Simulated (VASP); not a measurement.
Here is a VASP 6.6.1 calculation.

The input INCAR:

```
AGGAC = 1.0
AGGAX = 1.0
ALDAC = 0.0
ALDAX = 1.0
ALGO = Normal
EDIFF = 1E-6
ENCUT = 750
GGA = B5
GGA_COMPAT = F
ISIF = 2
ISMEAR = 0
LASPH = T
LCHARG = F
LREAL = F
LWAVE = F
NBANDS = 13
NELM = 120
PREC = Accurate
SIGMA = 0.05
```

The input KPOINTS:

```
k-points
0
Gamma
  8 8 8
```

Contents of POSCAR:

```
Li2S
1.0
    0.0000000000      2.9193048804      2.9193048804
    2.9193048804      0.0000000000      2.9193048804
    2.9193048804      2.9193048804      0.0000000000
Li S
2 1
Direct
    0.2500000000      0.2500000000      0.2500000000
    0.7500000000      0.7500000000      0.7500000000
    0.0000000000      0.0000000000      0.0000000000
```

Potentials or basis: VASP PAW PBE potentials, release 64 (Li_sv, S).

The run is started by

```bash
$ cat potpaw_PBE.64/Li_sv/POTCAR potpaw_PBE.64/S/POTCAR > POTCAR
$ mpirun -np 1 vasp_std > vasp.out
```

Question: Predict the band gap on the k mesh.

Answer: 3.66 eV, indirect (least direct gap 4.14 eV).

Question: What does it give for the pressure?

Answer: -1.4 GPa.

Caveat: the PAW data sets were made with another functional, which shifts forces and pressure a little. A k mesh can miss the band edges.
